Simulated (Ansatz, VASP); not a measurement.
Two plane-wave programs on InSb

The input INCAR:

```
PREC = Accurate ; ENCUT = 520
EDIFF = 1E-6 ; ISMEAR = 0
SIGMA = 0.05 ; LREAL = False
LASPH = True ; NELM = 60
ALGO = Normal ; ISIF = 2
LWAVE = False ; LCHARG = False
GGA = PS ; NBANDS = 16
```

The input KPOINTS:

```
regular mesh
0
Gamma
  8 8 8
```

POSCAR

```
InSb
1.0
    0.0000000000      3.2157122660      3.2157122660
    3.2157122660      0.0000000000      3.2157122660
    3.2157122660      3.2157122660      0.0000000000
In Sb
1 1
Direct
    0.0000000000      0.0000000000      0.0000000000
    0.7500000000      0.7500000000      0.7500000000
```

Input for Ansatz:

```yaml
crystal:
  lattice:
    - [0.0, 3.215712266, 3.215712266]
    - [3.215712266, 0.0, 3.215712266]
    - [3.215712266, 3.215712266, 0.0]
  atoms:
    - { symbol: In, position: [0.0, 0.0, 0.0] }
    - { symbol: Sb, position: [0.75, 0.75, 0.75] }
basis:
  ecutwfc: 420
  ecutrho_ratio: 4
kpoints:
  mp_grid: { grid: [8, 8, 8] }
hamiltonian:
  xc: pbesol
scf:
  occupations: { method: gaussian, width: 0.05 }
output:
  forces: true
  stress: true
  eigenvalues: true
```

Alike in both runs: task single point; functional PBEsol; k mesh 8 × 8 × 8; occupations gaussian, width 0.05 eV; no spin polarisation.

```csv
,VASP,Ansatz
version,VASP 6.6.1,Ansatz 0.2.0
potentials or method,"VASP PAW PBE potentials, release 64 (In_d, Sb), cutoff 520 eV","scalar-relativistic, plane waves, PAW"
valence electrons in the cell,18,28
```

|  | VASP | Ansatz | Ansatz less VASP |
| --- | --- | --- | --- |
| gap on the k mesh at the Fermi level (eV) | none | none | - |
| pressure (GPa) | 2.0 | 1.9 | -0.02 |

VASP's potentials were made for PBE, not for PBEsol. A gap of «none» marks a metal or a gap that the smearing closes. VASP's potentials hold 18 valence electrons a cell and Ansatz's 28, so a difference there can come from the potentials and not from the codes.

Spin-orbit coupling is off throughout.
